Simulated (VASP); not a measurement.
# KTaO3 (Pm-3m) in VASP: settings compared, part 2 of 2

VASP 6.6.1. The steps go on from the part before.

### Step 3. Single point, PBE, non-collinear spin, zero start, spin-orbit coupling

This run uses another cell than the first one, of 12.71 Å³/atom, 0.975 times its volume.

Contents of INCAR:

```
SYSTEM = KTaO3
PREC = Accurate
ENCUT = 520
EDIFF = 1E-6
ISMEAR = 0
SIGMA = 0.01
LREAL = .FALSE.
LASPH = .TRUE.
NELM = 150
ALGO = Normal
ISIF = 2
LWAVE = .FALSE.
LCHARG = .FALSE.
LNONCOLLINEAR = .TRUE.
MAGMOM = 0 0 0 0 0 0 0 0 0 0 0 0 0 0 0
LORBIT = 11
LSORBIT = .TRUE.
GGA_COMPAT = .FALSE.
LORBMOM = .TRUE.
LMAXMIX = 4
GGA = PE
NBANDS = 53
```

Contents of KPOINTS:

```
Automatic mesh
0
G
  6 6 6
  0 0 0
```

Contents of POSCAR:

```
KTaO3
1.0
    3.9901309440      0.0000000000      0.0000000000
    0.0000000000      3.9901309440      0.0000000000
    0.0000000000      0.0000000000      3.9901309440
K Ta O
1 1 3
Direct
    0.5000000000      0.5000000000      0.5000000000
    0.0000000000      0.0000000000      0.0000000000
    0.5000000000      0.0000000000      0.0000000000
    0.0000000000      0.5000000000      0.0000000000
    0.0000000000      0.0000000000      0.5000000000
```

Potentials or basis: VASP PAW PBE potentials, release 64 (K_sv, Ta_pv, O).

On the command line:

```console
$ cat potpaw_PBE.64/K_sv/POTCAR potpaw_PBE.64/Ta_pv/POTCAR potpaw_PBE.64/O/POTCAR > POTCAR
$ mpirun -np 1 vasp_ncl > vasp.out
```

OUTCAR:

```text
SYSTEM = KTaO3
   PREC = Accurate
   ENCUT = 520
   EDIFF = 1E-6
   ISMEAR = 0
   LREAL = .FALSE.
   LASPH = .TRUE.
   NELM = 150
   ISIF = 2
   LNONCOLLINEAR = .TRUE.
   LORBIT = 11
   LSORBIT = .TRUE.
   GGA = PE

 ion  position               nearest neighbor table
   1  0.500  0.500  0.500-   3 2.82   4 2.82   5 2.82   3 2.82   4 2.82   3 2.82   5 2.82   3 2.82
                             4 2.82   5 2.82   4 2.82   5 2.82   2 3.46   2 3.46   2 3.46   2 3.46
   2  0.000  0.000  0.000-   3 2.00   4 2.00   5 2.00   5 2.00   4 2.00   3 2.00   1 3.46   1 3.46
                             1 3.46   1 3.46   1 3.46   1 3.46   1 3.46   1 3.46
   3  0.500  0.000  0.000-   2 2.00   2 2.00   1 2.82   1 2.82   1 2.82   1 2.82
   4  0.000  0.500  0.000-   2 2.00   2 2.00   1 2.82   1 2.82   1 2.82   1 2.82
   5  0.000  0.000  0.500-   2 2.00   2 2.00   1 2.82   1 2.82   1 2.82   1 2.82

  LATTYP: Found a simple cubic cell.
 ALAT       =     3.9901309440

  Lattice vectors:

 A1 = (   3.9901309440,   0.0000000000,   0.0000000000)
 A2 = (   0.0000000000,   3.9901309440,   0.0000000000)
 A3 = (   0.0000000000,   0.0000000000,   3.9901309440)

Analysis of symmetry for initial positions (statically):
=====================================================================
 Subroutine PRICEL returns:
 Original cell was already a primitive cell.

 Routine SETGRP: Setting up the symmetry group for a
 simple cubic supercell.

 Subroutine GETGRP returns: Found 48 space group operations
 (whereof 48 operations were pure point group operations)
 out of a pool of 48 trial point group operations.

The static configuration has the point symmetry O_h .

Analysis of symmetry for dynamics (positions and initial velocities):
=====================================================================
 Subroutine PRICEL returns:
 Original cell was already a primitive cell.

 Routine SETGRP: Setting up the symmetry group for a
 simple cubic supercell.

 Subroutine GETGRP returns: Found 48 space group operations
 (whereof 48 operations were pure point group operations)
 out of a pool of 48 trial point group operations.

The dynamic configuration has the point symmetry O_h .

Analysis of structural, dynamic, and magnetic symmetry:
=====================================================================
 Subroutine PRICEL returns:
 Original cell was already a primitive cell.

 Routine SETGRP: Setting up the symmetry group for a
 simple cubic supercell.

 Subroutine GETGRP returns: Found 48 space group operations
 (whereof 48 operations were pure point group operations)
 out of a pool of 48 trial point group operations.

The overall configuration has the point symmetry O_h .

 Subroutine INISYM returns: Found 48 space group operations
 (whereof 48 operations are pure point group operations),
 and found     1 'primitive' translations

----------------------------------------------------------------------------------------

                                     Primitive cell

  volume of cell :      63.5275

  direct lattice vectors                    reciprocal lattice vectors
     3.990130944  0.000000000  0.000000000     0.250618342  0.000000000  0.000000000
     0.000000000  3.990130944  0.000000000     0.000000000  0.250618342  0.000000000
     0.000000000  0.000000000  3.990130944     0.000000000  0.000000000  0.250618342

  length of vectors
[... 1216 lines left out ...]
  volume of cell :       63.53
      direct lattice vectors                 reciprocal lattice vectors
     3.990130944  0.000000000  0.000000000     0.250618342  0.000000000  0.000000000
     0.000000000  3.990130944  0.000000000     0.000000000  0.250618342  0.000000000
     0.000000000  0.000000000  3.990130944     0.000000000  0.000000000  0.250618342

 POSITION                                       TOTAL-FORCE (eV/Angst)
 -----------------------------------------------------------------------------------
      1.99507      1.99507      1.99507         0.000000      0.000000      0.000000
      0.00000      0.00000      0.00000         0.000000      0.000000      0.000000
      1.99507      0.00000      0.00000         0.000000      0.000000      0.000000
      0.00000      1.99507      0.00000         0.000000      0.000000      0.000000
      0.00000      0.00000      1.99507         0.000000      0.000000      0.000000
 -----------------------------------------------------------------------------------
    total drift:                                0.000000      0.000000     -0.000000

  FREE ENERGIE OF THE ION-ELECTRON SYSTEM (eV)
  ---------------------------------------------------
  free  energy   TOTEN  =       -41.6384216872 eV

  energy  without entropy=      -41.6384216872  energy(sigma->0) =      -41.63842169

 orbital moment (x)

 # of ion     p       d       tot
 ----------------------------------------
  1         0.000  -0.000  -0.000
  2         0.000   0.000   0.000
  3         0.000   0.000   0.000
  4         0.000   0.000   0.000
  5         0.000   0.000   0.000
 ----------------------------------------
            0.000   0.000   0.000

 orbital moment (y)

 # of ion     p       d       tot
 ----------------------------------------
  1         0.000  -0.000  -0.000
  2        -0.000  -0.000  -0.000
  3         0.000   0.000   0.000
  4         0.000   0.000   0.000
  5        -0.000   0.000  -0.000
 ----------------------------------------
           -0.000  -0.000  -0.000

 orbital moment (z)

 # of ion     p       d       tot
 ----------------------------------------
  1         0.000  -0.000  -0.000
  2         0.000   0.000   0.000
  3         0.000   0.000   0.000
  4         0.000   0.000   0.000
  5         0.000   0.000   0.000
 ----------------------------------------
            0.000  -0.000  -0.000

 Spin-Orbit-Coupling matrix elements

 Ion:    1  E_soc:     -0.0079756
 l=   1
     0.0000000    -0.0013290    -0.0013290
    -0.0013290     0.0000000    -0.0013290
    -0.0013290    -0.0013290     0.0000000
 l=   2
     0.0000000    -0.0000000     0.0000000    -0.0000000    -0.0000003
    -0.0000000     0.0000000    -0.0000002    -0.0000000    -0.0000001
     0.0000000    -0.0000002     0.0000000    -0.0000002     0.0000000
    -0.0000000    -0.0000000    -0.0000002     0.0000000    -0.0000001
    -0.0000003    -0.0000001     0.0000000    -0.0000001     0.0000000
 l=   3
     0.0000000     0.0000000     0.0000000     0.0000000     0.0000000     0.0000000     0.0000000
     0.0000000     0.0000000     0.0000000     0.0000000     0.0000000     0.0000000     0.0000000
     0.0000000     0.0000000     0.0000000     0.0000000     0.0000000     0.0000000     0.0000000
     0.0000000     0.0000000     0.0000000     0.0000000     0.0000000     0.0000000     0.0000000
[... 69 lines left out ...]
 l=   2
     0.0000000     0.0000000     0.0000000     0.0000000     0.0000000
     0.0000000     0.0000000     0.0000000     0.0000000     0.0000000
     0.0000000     0.0000000     0.0000000     0.0000000     0.0000000
     0.0000000     0.0000000     0.0000000     0.0000000     0.0000000
     0.0000000     0.0000000     0.0000000     0.0000000     0.0000000
 l=   3
     0.0000000     0.0000000     0.0000000     0.0000000     0.0000000     0.0000000     0.0000000
     0.0000000     0.0000000     0.0000000     0.0000000     0.0000000     0.0000000     0.0000000
     0.0000000     0.0000000     0.0000000     0.0000000     0.0000000     0.0000000     0.0000000
     0.0000000     0.0000000     0.0000000     0.0000000     0.0000000     0.0000000     0.0000000
     0.0000000     0.0000000     0.0000000     0.0000000     0.0000000     0.0000000     0.0000000
     0.0000000     0.0000000     0.0000000     0.0000000     0.0000000     0.0000000     0.0000000
     0.0000000     0.0000000     0.0000000     0.0000000     0.0000000     0.0000000     0.0000000

 total charge

# of ion       s       p       d       tot
------------------------------------------
    1        1.962   5.607   0.048   7.617
    2        0.348   6.357   2.063   8.767
    3        1.563   3.521   0.000   5.084
    4        1.563   3.521   0.000   5.084
    5        1.563   3.521   0.000   5.084
--------------------------------------------------
tot          6.998  22.526   2.111  31.636

 magnetization (x)

# of ion       s       p       d       tot
------------------------------------------
    1        0.000   0.000   0.000   0.000
    2       -0.000   0.000  -0.000  -0.000
    3       -0.000  -0.000   0.000  -0.000
    4       -0.000   0.000   0.000  -0.000
    5        0.000   0.000   0.000   0.000
--------------------------------------------------
tot          0.000  -0.000  -0.000   0.000

 magnetization (y)

# of ion       s       p       d       tot
------------------------------------------
    1        0.000  -0.000  -0.000   0.000
    2       -0.000   0.000  -0.000  -0.000
    3       -0.000   0.000   0.000  -0.000
    4       -0.000  -0.000   0.000  -0.000
    5        0.000  -0.000   0.000  -0.000
--------------------------------------------------
tot          0.000  -0.000  -0.000  -0.000

 magnetization (z)

# of ion       s       p       d       tot
------------------------------------------
    1        0.000   0.000  -0.000   0.000
    2       -0.000  -0.000   0.000  -0.000
    3       -0.000   0.000   0.000   0.000
    4        0.000  -0.000   0.000  -0.000
    5        0.000   0.000   0.000   0.000
--------------------------------------------------
tot          0.000   0.000  -0.000   0.000
```

Run time: 74 s. Hardware: 1 thread of Intel Xeon 6975P-C (Granite Rapids), shared host; peak memory 0.33 GiB.

What came out:

| Property | Result |
| --- | --- |
| Free energy | -41.6384 eV |
| Pressure | 6.0 GPa |
| Net moment | 0.00 μB per cell |
| Valence electrons inside the program's atomic spheres | K 7.62; Ta 8.77; O 5.08 |

Moments on the atoms (μB; x, y, z):
```
K   0.00 0.00 0.00
Ta  0.00 0.00 0.00
O   0.00 0.00 0.00
O   0.00 0.00 0.00
O   0.00 0.00 0.00
```
